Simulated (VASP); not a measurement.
# LaB6: relaxation of the atoms with BLYP+D3(BJ)

The system is LaB6.

```
La B
1.0
     4.11631    0.00000    0.00000
     0.00000    4.11631    0.00000
     0.00000    0.00000    4.11631
La B
1 6
Direct
  0.00000 0.00000 0.00000
  0.19927 0.50000 0.50000
  0.80073 0.50000 0.50000
  0.50000 0.50000 0.19927
  0.50000 0.50000 0.80073
  0.50000 0.19927 0.50000
  0.50000 0.80073 0.50000
```

```json
{
  "Program": "VASP 6.6.1",
  "Task": "relaxation of the atoms",
  "Functional": "BLYP",
  "Dispersion": "D3(BJ)",
  "Potentials or basis": "VASP PAW PBE potentials, release 64 (La, B)",
  "Cutoff": "520 eV",
  "k mesh": "6 × 6 × 6",
  "Occupations": "gaussian, width 0.05 eV",
  "Spin": "no spin polarisation",
  "Dipole correction": "no",
  "Further INCAR settings": "ALGO = Normal; EDIFF = 1e-07; IBRION = 2; EDIFFG = -0.01; NSW = 60"
}
```

The energy gained by relaxing is 0.0 meV/atom, the ionic steps are 3 and the pressure after relaxing is -0.1 GPa. The band gap on the k mesh is zero (an odd number of electrons rules out a gap without spin polarisation) and the dispersion energy per atom is -0.596 eV.

Final structure:
```
La B
1.0
     4.11631    0.00000    0.00000
     0.00000    4.11631    0.00000
     0.00000    0.00000    4.11631
La B
1 6
Direct
  0.00000 0.00000 0.00000
  0.19931 0.50000 0.50000
  0.80069 0.50000 0.50000
  0.50000 0.50000 0.19931
  0.50000 0.50000 0.80069
  0.50000 0.19931 0.50000
  0.50000 0.80069 0.50000
```

Levels at points of the mesh, in eV from the Fermi level:
```
           k point  band 10  band 11  band 12  band 13  band 14  band 15  band 16  band 17  band 18
(0.00, 0.00, 0.00)    -7.11    -7.11    -1.92    -1.92    -1.92     0.10     0.10     0.10     1.53
(0.50, 0.00, 0.00)    -6.62    -3.54    -3.54    -3.39    -2.47    -1.56     1.28     1.59     1.59
(0.50, 0.50, 0.00)    -6.24    -4.54    -4.54    -3.08    -3.08     0.92     0.92     1.72     1.75
(0.50, 0.50, 0.50)    -4.75    -4.75    -2.58    -2.58    -2.58     1.31     1.54     1.54     1.54
```

Run time: 3.2 min on 1 thread of Intel Xeon 8259CL, with other jobs on the host, peak memory 0.21 GiB.

Caveat: the PAW data sets were made with another functional, which shifts forces and pressure a little; spin-orbit coupling is left out, which moves the levels of the heavy elements.
